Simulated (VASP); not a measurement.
Wanted: the native input for a VASP 6.6.1 run.

```yaml
Task: relaxation of cell and atoms
Functional: PBE
Potentials_or_basis: VASP PAW PBE potentials, release 64 (Be, Mo_sv)
Cutoff: 600 eV
k_mesh: 12 × 12 × 8
Occupations: gaussian, width 0.1 eV
Spin: no spin polarisation
Dipole_correction: no
Further_INCAR_settings: ALGO = Fast; EDIFF = 1e-06; IBRION = 2; EDIFFG = -0.01; NSW = 100; ISIF = 3
```

The structure of Be4Mo lies in POSCAR:

```
Be4Mo
1.0
    3.2488434576      0.0000000000      0.0000000000
    0.0000000000      3.2488434576      0.0000000000
    0.0000000000      0.0000000000      4.4250174436
Be Mo
4 1
Direct
    0.5000000000      0.5000000000      0.2817010355
    0.0000000000      0.5000000000      0.0000000000
    0.5000000000      0.5000000000      0.7182989645
    0.5000000000      0.0000000000      0.0000000000
    0.0000000000      0.0000000000      0.5000000000
```

These files were run (other wordings do the same):

INCAR

```
ALGO = Fast ; EDIFF = 1E-6
EDIFFG = -0.01 ; ENCUT = 600
GGA = PE ; IBRION = 2
ISIF = 3 ; ISMEAR = 0
LASPH = True ; LCHARG = False
LREAL = False ; LWAVE = False
NELM = 100 ; NSW = 100
PREC = Accurate ; SIGMA = 0.1
```

KPOINTS

```
k-points
0
Gamma
  12 12 8
```

Potentials or basis: VASP PAW PBE potentials, release 64 (Be, Mo_sv).

The run is started by

```console
$ cat potpaw_PBE.64/Be/POTCAR potpaw_PBE.64/Mo_sv/POTCAR > POTCAR
$ mpirun -np 1 vasp_std > vasp.out
```

Results of the run:

* Relaxed volume: 9.35 Å³/atom
* Relaxed cell: a = 3.253 Å, b = 3.253 Å, c = 4.417 Å, α = 90.00°, β = 90.00°, γ = 90.00°
* Space group after relaxing (to 0.1 Å): P4/mmm (No. 123)
* Energy gained by relaxing: 0.0 meV/atom
* Ionic steps: 6
* Pressure after relaxing: 0.0 GPa
* Largest force after relaxing: 0.006 eV/Å
* Band gap on the k mesh: zero (bands 11 and 12 overlap by 1.38 eV)

Wall time 110 s on 1 thread of Intel(R) Xeon(R) 6975P-C (Granite Rapids), on a shared host, peak memory 0.27 GiB.
